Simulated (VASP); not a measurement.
# P: single point with PBEsol+D3(BJ)

Crystal: P.

```
P
1.0
     4.39333    0.00000    0.00000
     0.00000    4.39333    0.00000
     0.00000    0.00000    4.14128
P
1
Direct
  0.00000 0.00000 0.00000
```

This cell differs from its parent crystal: ratio of the length along z to the lengths across it x 0.92, volume and fractional coordinates fixed.

```json
{
 "Program": "VASP 6.6.1",
 "Task": "single point",
 "Functional": "PBEsol",
 "Dispersion": "D3(BJ)",
 "Potentials or basis": "VASP PAW PBE potentials, release 64 (P)",
 "Cutoff": "520 eV",
 "k mesh": "12 × 12 × 12",
 "Occupations": "gaussian, width 0.15 eV",
 "Spin": "no spin polarisation",
 "Dipole correction": "no",
 "Further INCAR settings": "ALGO = Normal; EDIFF = 1e-06; NBANDS = 8"
}
```

The pressure is -4.1 GPa. The band gap on the k mesh is zero (an odd number of electrons rules out a gap without spin polarisation). The dispersion energy per atom is -0.081 eV.

Stress tensor (GPa, compression positive):
```
-3.72  0.00  0.00
 0.00 -3.72  0.00
 0.00  0.00 -4.72
```

Levels at points of the mesh, in eV from the Fermi level:
| k point | band 1 | band 2 | band 3 | band 4 | band 5 | band 6 | band 7 |
| --- | --- | --- | --- | --- | --- | --- | --- |
| (0.00, 0.00, 0.00) | -8.74 | 0.43 | 0.43 | 0.71 | 4.63 | 7.37 | 7.60 |
| (0.50, 0.00, 0.00) | -8.60 | -0.78 | 0.55 | 0.82 | 6.47 | 7.46 | 8.16 |
| (0.50, 0.50, 0.00) | -8.47 | -0.52 | -0.52 | 0.92 | 5.82 | 8.13 | 9.61 |
| (0.00, 0.00, 0.50) | -8.52 | -0.90 | 0.62 | 0.62 | 6.57 | 7.65 | 8.24 |
| (0.50, 0.00, 0.50) | -8.39 | -0.65 | -0.42 | 0.73 | 5.87 | 8.13 | 9.66 |
| (0.50, 0.50, 0.50) | -8.28 | -0.44 | -0.22 | -0.22 | 6.86 | 6.86 | 7.10 |

Run time: 2.2 min on 1 thread of Intel Xeon 8259CL, on a shared host, peak memory 0.26 GiB.

Caveat: the cell stands under tension; the atoms stand far beyond bonding distance, and open shells without spin polarisation read as a metal; the PAW data sets were made with another functional, which shifts forces and pressure a little.
